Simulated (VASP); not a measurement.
Runs of VASP 6.6.1 on Ta. The structure is that of space group Im-3m (No. 229), or close to it. The cells are those of the table. 

```csv
cell,gap on the mesh (eV),pressure (GPa)
"a = 2.934 Å, angles 109.5°, 1 atom",none,-10.7
"a = 2.782 Å, angles 109.5°, 1 atom",none,(b)
"a = 2.970 Å, angles 109.5°, 1 atom",none,-15.8
"a = 2.821 Å, angles 109.5°, 1 atom",none,12.6
"a = 2.741 Å, angles 109.5°, 1 atom",none,(a)
"a = 2.898 Å, angles 109.5°, 1 atom",none,-4.4
"a = 2.860 Å, angles 109.5°, 1 atom",none,3.3
```

Alike in all rows: task single point; level PBE; potentials or basis VASP PAW PBE potentials, release 64 (Ta_pv); no spin polarisation; k mesh 14 × 14 × 14; cutoff (eV) 520; smearing fermi-dirac 0.1 eV.

Task: Fill in the values left out.

Result: (a) 37.6; (b) 23.9.

Caveats: spin-orbit coupling is left out, which moves the levels of the heavy elements.

A k mesh can miss the band edges, and the runs leave out spin-orbit coupling on Ta.

A gap of «none» marks levels without a gap at the run's occupations.
